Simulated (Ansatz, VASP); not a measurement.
One calculation of Li7B, two programs

File INCAR:

```
ALGO = Normal
EDIFF = 1E-6
ENCUT = 520
GGA = PE
ISIF = 2
ISMEAR = 0
LASPH = T
LCHARG = F
LREAL = F
LWAVE = F
NBANDS = 22
NELM = 100
PREC = Accurate
SIGMA = 0.1
```

File KPOINTS:

```
k-points
0
Gamma
  4 4 4
```

POSCAR

```
Li7B
1.0
    0.0000000000      4.1008489000      4.1008489000
    4.1008489000      0.0000000000      4.1008489000
    4.1008489000      4.1008489000      0.0000000000
Li B
7 1
Direct
    0.6368671400      0.3631328600      0.3631328600
    0.3631328600      0.6368671400      0.6368671400
    0.3631328600      0.6368671400      0.3631328600
    0.6368671400      0.3631328600      0.6368671400
    0.3631328600      0.3631328600      0.6368671400
    0.6368671400      0.6368671400      0.3631328600
    0.0000000000      0.0000000000      0.0000000000
    0.5000000000      0.5000000000      0.5000000000
```

Input for Ansatz:

```yaml
crystal:
  lattice:
    - [0.0, 4.1008489, 4.1008489]
    - [4.1008489, 0.0, 4.1008489]
    - [4.1008489, 4.1008489, 0.0]
  atoms:
    - { symbol: Li, position: [0.63686714, 0.36313286, 0.36313286] }
    - { symbol: Li, position: [0.36313286, 0.63686714, 0.63686714] }
    - { symbol: Li, position: [0.36313286, 0.63686714, 0.36313286] }
    - { symbol: Li, position: [0.63686714, 0.36313286, 0.63686714] }
    - { symbol: Li, position: [0.36313286, 0.36313286, 0.63686714] }
    - { symbol: Li, position: [0.63686714, 0.63686714, 0.36313286] }
    - { symbol: Li, position: [0.0, 0.0, 0.0] }
    - { symbol: B, position: [0.5, 0.5, 0.5] }
basis:
  ecutwfc: 420
kpoints:
  mp_grid: { grid: [4, 4, 4] }
hamiltonian:
  xc: pbe
scf:
  occupations: { method: gaussian, width: 0.1 }
  lower_state_search: "off"
output:
  forces: true
  stress: true
  eigenvalues: true
```

Alike in both runs: task single point; functional PBE; k mesh 4 × 4 × 4; occupations gaussian, width 0.1 eV; no spin polarisation.

|  | VASP | Ansatz |
| --- | --- | --- |
| version | VASP 6.6.1 | Ansatz 0.2.0 |
| potentials or method | VASP PAW PBE potentials, release 64 (Li_sv, B), cutoff 520 eV | scalar-relativistic, plane waves, PAW |
| valence electrons in the cell | 24 | 24 |

```csv
,VASP,Ansatz,Ansatz less VASP
gap on the k mesh at the Fermi level (eV),none,none,-
rms of the force components (eV/Å),15.186,19.709,+4.5238
```

Atom by atom the forces differ by 4.524 eV/Å (rms over components). A gap of «none» marks a metal or a gap that the smearing closes.

Noted on VASP's run: the cutoff is short for stress, so the pressure is rough.
